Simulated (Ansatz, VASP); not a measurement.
**Ag in VASP and in Ansatz**

POSCAR

```
Ag
1.0
    0.0000000000      2.9637972497      2.9637972497
    2.9637972497      0.0000000000      2.9637972497
    2.9637972497      2.9637972497      0.0000000000
Ag
2
Direct
    0.1250000000      0.1250000000      0.1250000000
    0.8750000000      0.8750000000      0.8750000000
```

Contents of INCAR.step1:

```
PREC = Accurate ; ENCUT = 520
ISMEAR = -1 ; SIGMA = 0.1
LREAL = F ; LASPH = T
NELM = 100 ; NBANDS = 18
GGA = PE ; ALGO = Normal
EDIFF = 1E-4 ; LWAVE = T
LCHARG = F
```

INCAR.step2

```
PREC = Accurate ; ENCUT = 520
EDIFF = 1E-7 ; ISMEAR = -1
SIGMA = 0.1 ; LREAL = F
LASPH = T ; NELM = 100
ALGO = Normal ; ISIF = 2
LWAVE = F ; LCHARG = F
METAGGA = R2SCAN ; LMIXTAU = T
NBANDS = 18 ; ISTART = 1
```

File KPOINTS:

```
Automatic mesh
0
Gamma
  10 10 10
```

Input for Ansatz:

```yaml
crystal:
  lattice:
    - [0.0, 2.9637972497, 2.9637972497]
    - [2.9637972497, 0.0, 2.9637972497]
    - [2.9637972497, 2.9637972497, 0.0]
  atoms:
    - { symbol: Ag, position: [0.125, 0.125, 0.125] }
    - { symbol: Ag, position: [0.875, 0.875, 0.875] }
hamiltonian:
  xc: r2scan
  pseudopotentials:
    kind: paw
    azcp:
      Ag: "pseudopotentials/Ag.paw.azcp"
basis:
  ecutwfc: 500
  fft_grid_basis: typed
kpoints:
  mp_grid: { grid: [10, 10, 10], shift: [0, 0, 0] }
magnetization:
  spin_polarized: false
scf:
  occupations: { method: fermi_dirac, width: 0.1 }
  lower_state_search: "off"
output:
  stress: true
```

Alike in both runs: task single point; functional r2SCAN; k mesh 10 × 10 × 10; occupations fermi-dirac, width 0.1 eV; no spin polarisation.

```csv
,VASP,Ansatz
version,VASP 6.6.1,Ansatz 0.2.0
potentials or method,"VASP PAW PBE potentials, release 64 (Ag), cutoff 520 eV","plane waves (500 eV) with PAW, scalar-relativistic"
valence electrons in the cell,22,38
```

|  | VASP | Ansatz | Ansatz less VASP |
| --- | --- | --- | --- |
| pressure (GPa) | 4.2 | 4.1 | -0.10 |

VASP's potentials were made for PBE, not for r2SCAN. VASP's potentials hold 22 valence electrons a cell and Ansatz's 38, so a difference there can come from the potentials and not from the codes.
